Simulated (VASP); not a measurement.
# LiRe3 (I4/mmm) in VASP: single point with PBE

Aim: the single point of LiRe3 with PBE.

All numbers are computed with VASP 6.6.1; they aren't measurements. Logs are shortened: lines on timing, memory, paths and dates and some standing lists are left out, and cuts for length are marked.

**1. The cell of the first run**

Symmetry: I4/mmm, No. 139, tetragonal system. Conventional cell: a = 3.711 Å, b = 3.711 Å, c = 8.290 Å, α = 90.00°, β = 90.00°, γ = 90.00°. Within 3.5 Å of Li (site symmetry 4/mmm) lie 12 Re at 2.62 to 2.78 Å. Re (site symmetry 4/mmm) has 4 Li at 2.62 Å and 8 Re at 2.78 Å within 3.5 Å. Within 3.5 Å of Re (site symmetry -4m2) lie 8 Re at 2.62 to 2.78 Å and 4 Li at 2.78 Å.

**2. Single point, PBE**

Contents of INCAR:

```
SYSTEM = LiRe3
PREC     = Accurate       ! precision mode
ENCUT    = 520            ! plane-wave cutoff, eV
EDIFF    = 1E-6           ! SCF threshold, eV
ISMEAR   = 0              ! smearing method
SIGMA    = 0.1            ! smearing width, eV
LREAL    = .FALSE.        ! projectors in reciprocal space
LASPH    = .TRUE.         ! aspherical terms in the spheres
NELM     = 60             ! most SCF steps
ALGO     = Fast           ! electronic algorithm
ISIF     = 2              ! what is computed and relaxed
LWAVE    = .FALSE.        ! write WAVECAR
LCHARG   = .FALSE.        ! write CHGCAR
GGA      = PE             ! functional
NBANDS   = 20             ! bands
```

Contents of KPOINTS:

```
Automatic mesh
0
G
  6 6 6
  0 0 0
```

Contents of POSCAR:

```
LiRe3
1.0
   -1.8555515475      1.8555515475      4.1448683918
    1.8555515475     -1.8555515475      4.1448683918
    1.8555515475      1.8555515475     -4.1448683918
Li Re
1 3
Direct
    0.0000000000      0.0000000000      0.0000000000
    0.5000000000      0.5000000000      0.0000000000
    0.2500000000      0.7500000000      0.5000000000
    0.7500000000      0.2500000000      0.5000000000
```

Potentials or basis: VASP PAW PBE potentials, release 64 (Li_sv, Re).

Started as:

```sh
> cat potpaw_PBE.64/Li_sv/POTCAR potpaw_PBE.64/Re/POTCAR > POTCAR
> mpirun -np 1 vasp_std > vasp.out
```

OUTCAR:

```text
SYSTEM = LiRe3
   PREC = Accurate
   ENCUT = 520
   EDIFF = 1E-6
   ISMEAR = 0
   LREAL = .FALSE.
   LASPH = .TRUE.
   NELM = 60
   ISIF = 2
   GGA = PE

 ion  position               nearest neighbor table
   1  0.000  0.000  0.000-   2 2.62   2 2.62   2 2.62   2 2.62   4 2.78   3 2.78   4 2.78   3 2.78
                             4 2.78   4 2.78   3 2.78   3 2.78
   2  0.500  0.500  0.000-   1 2.62   1 2.62   1 2.62   1 2.62   4 2.78   3 2.78   4 2.78   4 2.78
                             3 2.78   3 2.78   4 2.78   3 2.78
   3  0.250  0.750  0.500-   4 2.62   4 2.62   4 2.62   4 2.62   2 2.78   1 2.78   2 2.78   2 2.78
                             1 2.78   1 2.78   2 2.78   1 2.78
   4  0.750  0.250  0.500-   3 2.62   3 2.62   3 2.62   3 2.62   2 2.78   1 2.78   2 2.78   1 2.78
                             2 2.78   2 2.78   1 2.78   1 2.78

  LATTYP: Found a body centered tetragonal cell.
 ALAT       =     3.7111030950
 C/A-ratio  =     2.2337662338

  Lattice vectors:

 A1 = (  -1.8555515475,   1.8555515475,   4.1448683918)
 A2 = (   1.8555515475,  -1.8555515475,   4.1448683918)
 A3 = (   1.8555515475,   1.8555515475,  -4.1448683918)

Analysis of symmetry for initial positions (statically):
=====================================================================
 Subroutine PRICEL returns:
 Original cell was already a primitive cell.

 Routine SETGRP: Setting up the symmetry group for a
 body centered tetragonal supercell.

 Subroutine GETGRP returns: Found 16 space group operations
 (whereof 16 operations were pure point group operations)
 out of a pool of 16 trial point group operations.

The static configuration has the point symmetry D_4h.

Analysis of symmetry for dynamics (positions and initial velocities):
=====================================================================
 Subroutine PRICEL returns:
 Original cell was already a primitive cell.

 Routine SETGRP: Setting up the symmetry group for a
 body centered tetragonal supercell.

 Subroutine GETGRP returns: Found 16 space group operations
 (whereof 16 operations were pure point group operations)
 out of a pool of 16 trial point group operations.

The dynamic configuration has the point symmetry D_4h.

 Subroutine INISYM returns: Found 16 space group operations
 (whereof 16 operations are pure point group operations),
 and found     1 'primitive' translations

----------------------------------------------------------------------------------------

                                     Primitive cell

  volume of cell :      57.0843

  direct lattice vectors                    reciprocal lattice vectors
    -1.855551547  1.855551547  4.144868392     0.000000000  0.269461660  0.120631092
     1.855551547 -1.855551547  4.144868392     0.269461660  0.000000000  0.120631092
     1.855551547  1.855551547 -4.144868392     0.269461660  0.269461660  0.000000000

  length of vectors
     4.905718813  4.905718813  4.905718813     0.295231175  0.295231175  0.381076334

  position of ions in fractional coordinates (direct lattice)
     0.000000000  0.000000000  0.000000000
     0.500000000  0.500000000  0.000000000
     0.250000000  0.750000000  0.500000000
     0.750000000  0.250000000  0.500000000

  ion indices of the primitive-cell ions
   primitive index   ion index
                 1           1
                 2           2
                 3           3
                 4           4

----------------------------------------------------------------------------------------

 KPOINTS: Automatic mesh

Automatic generation of k-mesh.
 Grid dimensions read from file:
 generate k-points for:    6    6    6

 Generating k-lattice:

  Cartesian coordinates                     Fractional coordinates (reciprocal lattice)
     0.000000000  0.044910277  0.020105182     0.166666667  0.000000000 -0.000000000
     0.044910277  0.000000000  0.020105182     0.000000000  0.166666667 -0.000000000
     0.044910277  0.044910277  0.000000000     0.000000000  0.000000000  0.166666667

  Length of vectors
     0.049205196  0.049205196  0.063512722

  Shift w.r.t. Gamma in fractional coordinates (k-lattice)
     0.000000000  0.000000000  0.000000000

 Subroutine IBZKPT returns following result:
 ===========================================

 Found     30 irreducible k-points:

 Following reciprocal coordinates:
            Coordinates               Weight
  0.000000  0.000000  0.000000      1.000000
  0.166667  0.000000 -0.000000      8.000000
  0.333333  0.000000  0.000000      8.000000
  0.500000  0.000000 -0.000000      4.000000
  0.166667  0.166667 -0.000000      8.000000
  0.333333  0.166667  0.000000     16.000000
[... 16 lines left out ...]
 -0.333333 -0.333333  0.166667      8.000000
 -0.166667 -0.333333  0.166667      8.000000
 [... further k-points ...]
   k-points           NKPTS =     30   k-points in BZ     NKDIM =     30   number of bands    NBANDS=     20
   number of dos      NEDOS =    301   number of ions     NIONS =      4
   total plane-waves  NPLWV =  46656
   dimension x,y,z NGX =    36 NGY =   36 NGZ =   36
   dimension x,y,z NGXF=    72 NGYF=   72 NGZF=   72
   ions per type =               1   3
   NGX,Y,Z   is equivalent  to a cutoff of  12.20, 12.20, 12.20 a.u.
   NGXF,Y,Z  is equivalent  to a cutoff of  24.40, 24.40, 24.40 a.u.
 SYSTEM =  LiRe3
   PREC   = accura    normal or accurate (medium, high low for compatibility)
   ISTART =      0    job   : 0-new  1-cont  2-samecut
   ICHARG =      2    charge: 1-file 2-atom 10-const
   ISPIN  =      1    spin polarized calculation?
   LNONCOLLINEAR =      F non collinear calculations
   LSORBIT =      F    spin-orbit coupling
   LASPH  =      T    aspherical Exc in radial PAW
   ENCUT  =  520.0 eV  38.22 Ry    6.18 a.u.   9.12  9.12  9.12*2*pi/ulx,y,z
   NELM   =     60;   NELMIN=  2; NELMDL= -5     # of ELM steps
   EDIFF  = 0.1E-05   stopping-criterion for ELM
   LREAL  =      F    real-space projection
   EDIFFG = 0.1E-04   stopping-criterion for IOM
   NSW    =      0    number of steps for IOM
   IBRION =     -1    ionic relax: 0-MD 1-quasi-New 2-CG
   NFREE  =      0    steps in history (QN), initial steepest desc. (CG)
   ISIF   =      2    stress and relaxation
   ISYM   =      2    0-nonsym 1-usesym 2-fastsym
   POTIM  = 0.5000    time-step for ionic-motion
   TEBEG  =    0.0;   TEEND  =   0.0 temperature during run
   PSTRESS=    0.0 pullay stress
   NELECT =      24.0000    total number of electrons
   NUPDOWN=      -1.0000    fix difference up-down
   EMIN   =  10.00;   EMAX   =-10.00  energy-range for DOS
   EFERMI =   0.00;   METHOD = LEGACY
   ISMEAR =     0;   SIGMA  =   0.10  broadening in eV -4-tet -1-fermi 0-gaus
   EFERMI_NEDOS =   21; number of points for ismear=-14 and -15
   IALGO  =     68    algorithm
   IMIX   =      4    mixing-type and parameters
     AMIX     =   0.40;   BMIX     =  1.00
     AMIX_MAG =   1.60;   BMIX_MAG =  1.00
  volume/ion in A,a.u.               =      14.27        96.31
  Fermi-wavevector in a.u.,A,eV,Ry     =   1.226421  2.317600 20.464645  1.504109
  Thomas-Fermi vector in A             =   2.361423
   LORBIT       =      0    0 simple, 1 ext, 2 COOP (PROOUT), +10 PAW based schemes
   GGA     = PE    functional components
   LHFCALC =     F    Hartree Fock is set to
   AEXX    =    0.0000 exact exchange contribution
   IVDW    =     0    specifies the selected vdW correction
   LEPSILON=     F    determine dielectric tensor
   LRPA    =     F    only Hartree local field effects (RPA)
 non-spin polarized calculation
 RMM-DIIS sequential band-by-band and
 Gauss-broadening in eV      SIGMA  =   0.10
  energy-cutoff  :      520.00
  volume of cell :       57.08
 maximum number of plane-waves:      1555
   NGX = 19   NGY = 19   NGZ = 19

 number of electron      24.0000004 magnetization

 Free energy of the ion-electron system (eV)
  ---------------------------------------------------
  ext. energy  EPLUGINS =         0.00000000
  ---------------------------------------------------
  free energy    TOTEN  =       -37.69736503 eV

  energy without entropy =      -37.68358647  energy(sigma->0) =      -37.69047575

 E-fermi :   6.5027     XC(G=0): -12.6114

 val. band max:        6.4725479448   @ k =  -0.3333  -0.3333   0.1667
 cond. band min:       6.5510453109   @ k =   0.3333   0.1667   0.0000
 fundamental gap:      0.0784973661
 Fermi energy:         6.5026783252

 k-point     1 :       0.0000    0.0000    0.0000
  band No.  band energies     occupation
      1     -37.8793      2.00000
      2      -2.4352      2.00000
      3       0.8640      2.00000
      4       1.2098      2.00000
      5       1.5414      2.00000
      6       3.4021      2.00000
[... 12 lines left out ...]
     19      14.8917      0.00000
     20      15.0029      0.00000

 k-point     2 :       0.1667    0.0000   -0.0000
  band No.  band energies     occupation
      1     -37.8787      2.00000
      2      -1.9464      2.00000
      3       1.1528      2.00000
      4       1.5640      2.00000
      5       1.8817      2.00000
      6       3.0435      2.00000
[... 12 lines left out ...]
     19      13.6574      0.00000
     20      14.5414      0.00000

 k-point     3 :       0.3333    0.0000    0.0000
  band No.  band energies     occupation
      1     -37.8775      2.00000
      2      -0.6752      2.00000
      3       1.8458      2.00000
      4       2.2360      2.00000
      5       2.6314      2.00000
      6       2.8224      2.00000
[... 12 lines left out ...]
     19      12.0650      0.00000
     20      13.4583      0.00000

 k-point     4 :       0.5000    0.0000   -0.0000
  band No.  band energies     occupation
      1     -37.8770      2.00000
      2       0.3208      2.00000
      3       2.1672      2.00000
      4       2.2698      2.00000
      5       2.5233      2.00000
      6       3.0112      2.00000
[... 429 lines left out ...]
 k-point    23 :      -0.3333   -0.3333    0.1667
  band No.  band energies     occupation
      1     -37.8779      2.00000
      2      -0.7718      2.00000
      3       0.9507      2.00000
      4       1.8562      2.00000
      5       2.2235      2.00000
      6       2.5503      2.00000
[... 12 lines left out ...]
     19      11.4627      0.00000
     20      12.7219      0.00000

 k-point    24 :      -0.1667   -0.3333    0.1667
  band No.  band energies     occupation
      1     -37.8784      2.00000
      2      -1.4585      2.00000
      3       0.8351      2.00000
      4       1.7606      2.00000
      5       1.9778      2.00000
      6       2.4741      2.00000
[... 12 lines left out ...]
     19      12.0282      0.00000
     20      15.3147      0.00000

 [... further k-points ...]
[... 5 lines left out ...]
  --------------------------------------------------------------------------------------
  -------------------------------------------------------------------------------------
  Total       -0.0741276     -0.0741276     -3.7786784      0.0000000     -0.0000000      0.0000000
  in kB       -2.0805285     -2.0805285   -106.0556302      0.0000000     -0.0000000      0.0000000
  external PRESSURE =     -36.7388957 kB  Pullay stress =       0.0000000 kB

 VOLUME and BASIS-vectors are now :
 -----------------------------------------------------------------------------
  energy-cutoff  :      520.00
  volume of cell :       57.08
      direct lattice vectors                 reciprocal lattice vectors
    -1.855551547  1.855551547  4.144868392     0.000000000  0.269461660  0.120631092
     1.855551547 -1.855551547  4.144868392     0.269461660  0.000000000  0.120631092
     1.855551547  1.855551547 -4.144868392     0.269461660  0.269461660  0.000000000

 POSITION                                       TOTAL-FORCE (eV/Angst)
 -----------------------------------------------------------------------------------
      0.00000      0.00000      0.00000        -0.000000     -0.000000     -0.000000
      0.00000      0.00000      4.14487        -0.000000     -0.000000     -0.000000
      1.85555      0.00000      2.07243         0.000000      0.000000     -0.000000
      0.00000      1.85555      2.07243         0.000000     -0.000000      0.000000
 -----------------------------------------------------------------------------------
    total drift:                               -0.000000      0.000000     -0.000000

  FREE ENERGIE OF THE ION-ELECTRON SYSTEM (eV)
  ---------------------------------------------------
  free  energy   TOTEN  =       -37.6973650344 eV

  energy  without entropy=      -37.6835864672  energy(sigma->0) =      -37.69047575
```

Wall time 91 s (1 thread of Intel Xeon 6975P-C, shared host); peak memory 0.22 GiB.

Results:

| Item | Value |
| --- | --- |
| Free energy | -37.6974 eV |
| Band gap on the k mesh | zero (band 12 reaches 7.65 eV, above the bottom of band 13 at 6.25 eV) |

Levels at points of the mesh, in eV from the Fermi level:
| k point | band 10 | band 11 | band 12 | band 13 | band 14 | band 15 |
| --- | --- | --- | --- | --- | --- | --- |
| (0.00, 0.00, 0.00) | -1.95 | 0.24 | 0.27 | 0.61 | 1.27 | 2.18 |
| (0.50, 0.00, 0.00) | -1.51 | -1.42 | -1.02 | -0.11 | 0.15 | 0.31 |
| (0.50, 0.50, 0.00) | -0.38 | -0.06 | 0.17 | 0.26 | 0.30 | 0.69 |
| (0.50, 0.50, 0.50) | -0.31 | 0.51 | 1.15 | 1.15 | 2.90 | 2.90 |

Caveat: the k points lie up to 0.40 Å⁻¹ apart; the cutoff is under 1.25 times the usual one of these potentials, so pressure, stress and relaxed cells hold a basis-set (Pulay) error; spin-orbit coupling is left out, which moves the levels of the heavy elements.
